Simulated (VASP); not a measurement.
Crystal: Mo.

```
Mo
1.0
     0.00000    2.76083    2.76083
     2.76083    0.00000    2.76083
     2.76083    2.76083    0.00000
Mo
2
Direct
  0.12500 0.12500 0.12500
  0.87500 0.87500 0.87500
```

| Property | Result |
| --- | --- |
| Program | VASP 6.6.1 |
| Task | relaxation of cell and atoms |
| Functional | PBE |
| Potentials or basis | VASP PAW PBE potentials, release 64 (Mo_sv) |
| Cutoff | 600 eV |
| k mesh | 10 × 10 × 10 |
| Occupations | fermi-dirac, width 0.1 eV |
| Spin | no spin polarisation |

At the start: pressure 12.0 GPa; volume 21.04 Å³/atom.

How do energy, volume and symmetry change on relaxing?

Over 19 steps the energy falls by 71.4 meV/atom and the volume is 23.10 Å³/atom (+9.8 %); space group Fd-3m (No. 227, to 0.05 Å).

The path:
| step | energy change (eV) | largest force (eV/Å) | pressure (GPa) | volume (Å³) |
| --- | --- | --- | --- | --- |
| 1 | 0.0000 | 0.0000 | 12.03 | 42.09 |
| 2 | 0.0832 | 0.0000 | -10.41 | 52.47 |
| 3 | -0.1427 | 0.0000 | -0.29 | 46.34 |
| 4 | -0.1428 | 0.0000 | -0.11 | 46.23 |
| 5 | -0.1428 | 0.0000 | 0.11 | 46.14 |
| 6 | -0.1428 | 0.0000 | 0.18 | 46.14 |
| 7 | -0.1428 | 0.0000 | 0.16 | 46.14 |
| 8 | -0.1428 | 0.0000 | 0.16 | 46.14 |
| 9 | -0.1428 | 0.0000 | 0.16 | 46.14 |
| 10 | -0.1428 | 0.0000 | 0.16 | 46.14 |
| 11 | -0.1428 | 0.0000 | 0.16 | 46.14 |
| 12 | -0.1428 | 0.0000 | 0.16 | 46.14 |
| 13 | -0.1428 | 0.0000 | 0.16 | 46.14 |
| 14 | -0.1428 | 0.0000 | 0.17 | 46.15 |
| 15 | -0.1428 | 0.0000 | 0.18 | 46.15 |
| 16 | -0.1428 | 0.0000 | 0.15 | 46.15 |
| 17 | -0.1428 | 0.0000 | 0.13 | 46.16 |
| 18 | -0.1428 | 0.0000 | 0.10 | 46.17 |
| 19 | -0.1428 | 0.0000 | 0.04 | 46.20 |

Final structure:
```
Mo
1.0
     0.00000    2.84805    2.84805
     2.84805    0.00000    2.84805
     2.84805    2.84805    0.00000
Mo
2
Direct
  0.12500 0.12500 0.12500
  0.87500 0.87500 0.87500
```
